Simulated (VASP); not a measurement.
# GaSb (I-4m2) in VASP: notebook, part 2 of 3

VASP 6.6.1.

### Step 5. Single point, PBE

This run uses another cell than the first one, of the same volume but with other edges.

INCAR

```
PREC     = Accurate       # precision mode
ENCUT    = 520            # plane-wave cutoff, eV
EDIFF    = 1E-6           # SCF threshold, eV
ISMEAR   = 0              # smearing method
SIGMA    = 0.15           # smearing width, eV
LREAL    = False          # projectors in reciprocal space
LASPH    = True           # aspherical terms in the spheres
NELM     = 60             # most SCF steps
ALGO     = Normal         # electronic algorithm
ISIF     = 2              # what is computed and relaxed
LWAVE    = False          # write WAVECAR
LCHARG   = False          # write CHGCAR
GGA      = PE             # functional
NBANDS   = 16             # bands
```

KPOINTS

```
regular mesh
0
Gamma
  16 16 16
```

POSCAR

```
GaSb
1.0
    0.0000000000      3.2292859403      2.7448930492
    3.2292859403      0.0000000000      2.7448930492
    3.2292859403      3.2292859403      0.0000000000
Ga Sb
1 1
Direct
    0.0000000000      0.0000000000      0.0000000000
    0.7500000000      0.7500000000      0.7500000000
```

Potentials or basis: VASP PAW PBE potentials, release 64 (Ga_d, Sb).

Started as:

```bash
$ cat potpaw_PBE.64/Ga_d/POTCAR potpaw_PBE.64/Sb/POTCAR > POTCAR
$ mpirun -np 1 vasp_std > vasp.out
```

OUTCAR:

```text
PREC = Accurate
   ENCUT = 520
   EDIFF = 1E-6
   ISMEAR = 0
   LREAL = False
   LASPH = True
   NELM = 60
   ISIF = 2
   GGA = PE

 ion  position               nearest neighbor table
   1  0.000  0.000  0.000-   2 2.66   2 2.66   2 2.66   2 2.66
   2  0.750  0.750  0.750-   1 2.66   1 2.66   1 2.66   1 2.66

  LATTYP: Found a body centered tetragonal cell.
 ALAT       =     4.5668999736
 C/A-ratio  =     1.2020815280

  Lattice vectors:

 A1 = (   0.0000000000,  -3.2292859403,  -2.7448930492)
 A2 = (   0.0000000000,   3.2292859403,  -2.7448930492)
 A3 = (   3.2292859403,   0.0000000000,   2.7448930492)

Analysis of symmetry for initial positions (statically):
=====================================================================
 Subroutine PRICEL returns:
 Original cell was already a primitive cell.

 Routine SETGRP: Setting up the symmetry group for a
 body centered tetragonal supercell.

 Subroutine GETGRP returns: Found  8 space group operations
 (whereof  8 operations were pure point group operations)
 out of a pool of 16 trial point group operations.

The static configuration has the point symmetry D_2d.

Analysis of symmetry for dynamics (positions and initial velocities):
=====================================================================
 Subroutine PRICEL returns:
 Original cell was already a primitive cell.

 Routine SETGRP: Setting up the symmetry group for a
 body centered tetragonal supercell.

 Subroutine GETGRP returns: Found  8 space group operations
 (whereof  8 operations were pure point group operations)
 out of a pool of 16 trial point group operations.

The dynamic configuration has the point symmetry D_2d.

 Subroutine INISYM returns: Found  8 space group operations
 (whereof  8 operations are pure point group operations),
 and found     1 'primitive' translations

----------------------------------------------------------------------------------------

                                     Primitive cell

  volume of cell :      57.2491

  direct lattice vectors                    reciprocal lattice vectors
     0.000000000  3.229285940  2.744893049    -0.154832991  0.154832991  0.182156460
     3.229285940  0.000000000  2.744893049     0.154832991 -0.154832991  0.182156460
     3.229285940  3.229285940  0.000000000     0.154832991  0.154832991 -0.182156460

  length of vectors
     4.238245573  4.238245573  4.566899974     0.284828871  0.284828871  0.284828871

  position of ions in fractional coordinates (direct lattice)
     0.000000000  0.000000000  0.000000000
     0.750000000  0.750000000  0.750000000

  ion indices of the primitive-cell ions
   primitive index   ion index
                 1           1
                 2           2

----------------------------------------------------------------------------------------

 KPOINTS: regular mesh

Automatic generation of k-mesh.
 Grid dimensions read from file:
 generate k-points for:   16   16   16

 Generating k-lattice:

  Cartesian coordinates                     Fractional coordinates (reciprocal lattice)
    -0.009677062  0.009677062  0.011384779     0.062500000  0.000000000  0.000000000
     0.009677062 -0.009677062  0.011384779     0.000000000  0.062500000  0.000000000
     0.009677062  0.009677062 -0.011384779     0.000000000  0.000000000  0.062500000

  Length of vectors
     0.017801804  0.017801804  0.017801804

  Shift w.r.t. Gamma in fractional coordinates (k-lattice)
     0.000000000  0.000000000  0.000000000

 Subroutine IBZKPT returns following result:
 ===========================================

 Found    349 irreducible k-points:

 Following reciprocal coordinates:
            Coordinates               Weight
  0.000000  0.000000  0.000000      1.000000
  0.062500  0.000000  0.000000      8.000000
  0.125000  0.000000  0.000000      8.000000
  0.187500  0.000000  0.000000      8.000000
  0.250000  0.000000  0.000000      8.000000
  0.312500  0.000000  0.000000      8.000000
[... 16 lines left out ...]
 -0.125000  0.062500  0.000000      8.000000
 -0.062500  0.062500  0.000000      4.000000
 [... further k-points ...]
   k-points           NKPTS =    349   k-points in BZ     NKDIM =    349   number of bands    NBANDS=     16
   number of dos      NEDOS =    301   number of ions     NIONS =      2
   total plane-waves  NPLWV =  36864
   dimension x,y,z NGX =    32 NGY =   32 NGZ =   36
   dimension x,y,z NGXF=    64 NGYF=   64 NGZF=   72
   ions per type =               1   1
   NGX,Y,Z   is equivalent  to a cutoff of  12.55, 12.55, 13.10 a.u.
   NGXF,Y,Z  is equivalent  to a cutoff of  25.10, 25.10, 26.21 a.u.
 SYSTEM =  unknown system
   PREC   = accura    normal or accurate (medium, high low for compatibility)
   ISTART =      0    job   : 0-new  1-cont  2-samecut
   ICHARG =      2    charge: 1-file 2-atom 10-const
   ISPIN  =      1    spin polarized calculation?
   LNONCOLLINEAR =      F non collinear calculations
   LSORBIT =      F    spin-orbit coupling
   LASPH  =      T    aspherical Exc in radial PAW
   ENCUT  =  520.0 eV  38.22 Ry    6.18 a.u.   7.88  7.88  8.49*2*pi/ulx,y,z
   NELM   =     60;   NELMIN=  2; NELMDL= -5     # of ELM steps
   EDIFF  = 0.1E-05   stopping-criterion for ELM
   LREAL  =      F    real-space projection
   EDIFFG = 0.1E-04   stopping-criterion for IOM
   NSW    =      0    number of steps for IOM
   IBRION =     -1    ionic relax: 0-MD 1-quasi-New 2-CG
   NFREE  =      0    steps in history (QN), initial steepest desc. (CG)
   ISIF   =      2    stress and relaxation
   ISYM   =      2    0-nonsym 1-usesym 2-fastsym
   POTIM  = 0.5000    time-step for ionic-motion
   TEBEG  =    0.0;   TEEND  =   0.0 temperature during run
   PSTRESS=    0.0 pullay stress
   NELECT =      18.0000    total number of electrons
   NUPDOWN=      -1.0000    fix difference up-down
   EMIN   =  10.00;   EMAX   =-10.00  energy-range for DOS
   EFERMI =   0.00;   METHOD = LEGACY
   ISMEAR =     0;   SIGMA  =   0.15  broadening in eV -4-tet -1-fermi 0-gaus
   EFERMI_NEDOS =   21; number of points for ismear=-14 and -15
   IALGO  =     38    algorithm
   IMIX   =      4    mixing-type and parameters
     AMIX     =   0.40;   BMIX     =  1.00
     AMIX_MAG =   1.60;   BMIX_MAG =  1.00
  volume/ion in A,a.u.               =      28.62       193.17
  Fermi-wavevector in a.u.,A,eV,Ry     =   1.113208  2.103657 16.860766  1.239231
  Thomas-Fermi vector in A             =   2.249790
   LORBIT       =      0    0 simple, 1 ext, 2 COOP (PROOUT), +10 PAW based schemes
   GGA     = PE    functional components
   LHFCALC =     F    Hartree Fock is set to
   AEXX    =    0.0000 exact exchange contribution
   IVDW    =     0    specifies the selected vdW correction
   LEPSILON=     F    determine dielectric tensor
   LRPA    =     F    only Hartree local field effects (RPA)
 non-spin polarized calculation
 Gauss-broadening in eV      SIGMA  =   0.15
  energy-cutoff  :      520.00
  volume of cell :       57.25
 maximum number of plane-waves:      1558
   NGX = 15   NGY = 15   NGZ = 17

 number of electron      17.9999995 magnetization

 Free energy of the ion-electron system (eV)
  ---------------------------------------------------
  ext. energy  EPLUGINS =         0.00000000
  ---------------------------------------------------
  free energy    TOTEN  =        -7.24944636 eV

  energy without entropy =       -7.24770614  energy(sigma->0) =       -7.24857625

 E-fermi :   4.9981     XC(G=0):  -9.1223

 val. band max:        4.9358042035   @ k =   0.4375   0.4375   0.0000
 cond. band min:       5.0055893434   @ k =   0.5000   0.0000   0.0000
 fundamental gap:      0.0697851399
 Fermi energy:         4.9980638757

 k-point     1 :       0.0000    0.0000    0.0000
  band No.  band energies     occupation
      1     -10.1744      2.00000
      2     -10.1744      2.00000
      3     -10.1531      2.00000
      4     -10.1350      2.00000
      5     -10.1105      2.00000
      6      -6.5634      2.00000
[... 8 lines left out ...]
     15      12.2092      0.00000
     16      13.4073      0.00000
[... 419 lines left out ...]
 k-point    24 :      -0.0625    0.0625    0.0000
  band No.  band energies     occupation
      1     -10.1764      2.00000
      2     -10.1734      2.00000
      3     -10.1523      2.00000
      4     -10.1347      2.00000
      5     -10.1106      2.00000
      6      -6.4654      2.00000
[... 8 lines left out ...]
     15      11.7017      0.00000
     16      12.4159      0.00000

 [... further k-points ...]

------------------------ aborting loop because EDIFF is reached ----------------------------------------

  FORCE on cell =-STRESS in cart. coord.  units (eV):
  Direction    XX          YY          ZZ          XY          YZ          ZX
  --------------------------------------------------------------------------------------
  -------------------------------------------------------------------------------------
  Total        0.1906797      0.1906797      1.8129633      0.0000000      0.0000000      0.0000000
  in kB        5.3363783      5.3363783     50.7377458      0.0000000      0.0000000      0.0000000
  external PRESSURE =      20.4701674 kB  Pullay stress =       0.0000000 kB

 VOLUME and BASIS-vectors are now :
 -----------------------------------------------------------------------------
  energy-cutoff  :      520.00
  volume of cell :       57.25
      direct lattice vectors                 reciprocal lattice vectors
     0.000000000  3.229285940  2.744893049    -0.154832991  0.154832991  0.182156460
     3.229285940  0.000000000  2.744893049     0.154832991 -0.154832991  0.182156460
     3.229285940  3.229285940  0.000000000     0.154832991  0.154832991 -0.182156460

 POSITION                                       TOTAL-FORCE (eV/Angst)
 -----------------------------------------------------------------------------------
      0.00000      0.00000      0.00000         0.000000      0.000000      0.000000
      4.84393      4.84393      4.11734         0.000000      0.000000     -0.000000
 -----------------------------------------------------------------------------------
    total drift:                                0.000001      0.000001      0.000004

  FREE ENERGIE OF THE ION-ELECTRON SYSTEM (eV)
  ---------------------------------------------------
  free  energy   TOTEN  =        -7.2494463645 eV

  energy  without entropy=       -7.2477061374  energy(sigma->0) =       -7.24857625
```

It took 90 s on 1 thread of Intel Xeon 6975P-C (Granite Rapids), shared host; peak memory 0.45 GiB.

What came out:

```yaml
Free_energy: -7.2494 eV
Pressure: 2.0 GPa
Band_gap_on_the_k_mesh: zero (band 9 reaches 5.14 eV, above the bottom of band 10 at 4.90 eV)
```

Caveat: spin-orbit coupling is left out, which moves the levels of the heavy elements.

(Part 2 of 3 ends here.)
